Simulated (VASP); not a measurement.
Set up this calculation in VASP 6.6.1, as the native input.

| Item | Value |
| --- | --- |
| Task | single point |
| Functional | LDA |
| Potentials or basis | VASP PAW LDA potentials, release 64 (Mg) |
| Cutoff | 520 eV |
| k mesh | 10 × 10 × 3 |
| Occupations | fermi-dirac, width 0.05 eV |
| Spin | no spin polarisation |
| Dipole correction | no |
| Further INCAR settings | ALGO = Normal; EDIFF = 1e-06; NBANDS = 12 |

The structure of Mg lies in POSCAR:

```
Mg
1.0
    3.1978653626      0.0000000000      0.0000000000
   -1.5989326813      2.7694326419      0.0000000000
    0.0000000000      0.0000000000     10.3872008361
Mg
4
Direct
    0.6666666667      0.3333333333      0.7500000000
    0.0000000000      0.0000000000      0.5000000000
    0.3333333333      0.6666666667      0.2500000000
    0.0000000000      0.0000000000      0.0000000000
```

The input as run:

INCAR

```
SYSTEM = Mg
ALGO = Normal
EDIFF = 1E-6
ENCUT = 520
GGA = CA
ISIF = 2
ISMEAR = -1
LASPH = .True.
LCHARG = .False.
LREAL = .False.
LWAVE = .False.
NBANDS = 12
NELM = 60
PREC = Accurate
SIGMA = 0.05
```

KPOINTS

```
k-points
0
Gamma
  10 10 3
  0 0 0
```

Potentials or basis: VASP PAW LDA potentials, release 64 (Mg).

Run with:

```bash
$ cat potpaw_LDA.64/Mg/POTCAR > POTCAR
$ mpirun -np 1 vasp_std > vasp.out
```

It gave:

```
Pressure               : -2.2 GPa
Band gap on the k mesh : zero (bands 4 and 5 overlap by 1.95 eV)
```

Run time: 28 s on 1 thread of Intel Xeon 8259CL (shared host), peak memory 0.17 GiB.
